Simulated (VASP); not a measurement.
Set up this calculation in VASP 6.6.1, as the native input.

- Task: single point
- Functional: LDA
- Potentials or basis: VASP PAW LDA potentials, release 64 (Ni, O)
- Cutoff: 600 eV
- k mesh: 5 × 9 × 9
- Occupations: fermi-dirac, width 0.05 eV
- Spin: collinear spin, antiferromagnetic start
- Starting moments: [1.79, -1.79, 0.0, 0.0] μB
- Hubbard terms: Ni d U = 6.2 eV
- Dipole correction: no
- Further INCAR settings: ALGO = Normal; EDIFF = 1e-06; NBANDS = 28; ISYM = 0

The structure of NiO lies in POSCAR:

```
NiO
1.0
    0.0000000000      4.2009600000      4.2009600000
    2.1004800000      0.0000000000      2.1004800000
    2.1004800000      2.1004800000      0.0000000000
Ni O
2 2
Direct
    0.0000000000      0.0000000000      0.0000000000
    0.5000000000      0.0000000000      0.0000000000
    0.2500000000      0.5000000000      0.5000000000
    0.7500000000      0.5000000000      0.5000000000
```

One way to write it, as run:

INCAR

```
SYSTEM = NiO
ALGO = Normal ; EDIFF = 1E-6
ENCUT = 600 ; GGA = CA
GGA_COMPAT = .False. ; ISIF = 2
ISMEAR = -1 ; ISPIN = 2
ISYM = 0 ; LASPH = .True.
LCHARG = .True. ; LDAU = .True.
LDAUJ = 0 0 ; LDAUL = 2 -1
LDAUPRINT = 1 ; LDAUTYPE = 2
LDAUU = 6.2 0 ; LELF = .True.
LMAXMIX = 4 ; LORBIT = 11
LREAL = .False. ; LVHAR = .True.
LWAVE = .False. ; MAGMOM = 1.79 -1.79 0 0
NBANDS = 28 ; NELM = 200
PREC = Accurate ; SIGMA = 0.05
```

KPOINTS

```
k-points
0
Gamma
  5 9 9
  0 0 0
```

Potentials or basis: VASP PAW LDA potentials, release 64 (Ni, O).

Launch:

```console
$ cat potpaw_LDA.64/Ni/POTCAR potpaw_LDA.64/O/POTCAR > POTCAR
$ mpirun -np 1 vasp_std > vasp.out
```

Results of the run:

```json
{
 "Pressure": "-21.7 GPa",
 "Band gap on the k mesh": "3.05 eV",
 "Net moment": "0.00 μB per cell",
 "Site moments": "Ni +1.69, -1.69; O -0.00, +0.00 μB",
 "Valence electrons inside the program's atomic spheres": "Ni 9.02; O 4.96"
}
```

Wall time 12 min on 1 thread of Intel Xeon 8259CL, on a shared host, peak memory 0.44 GiB.
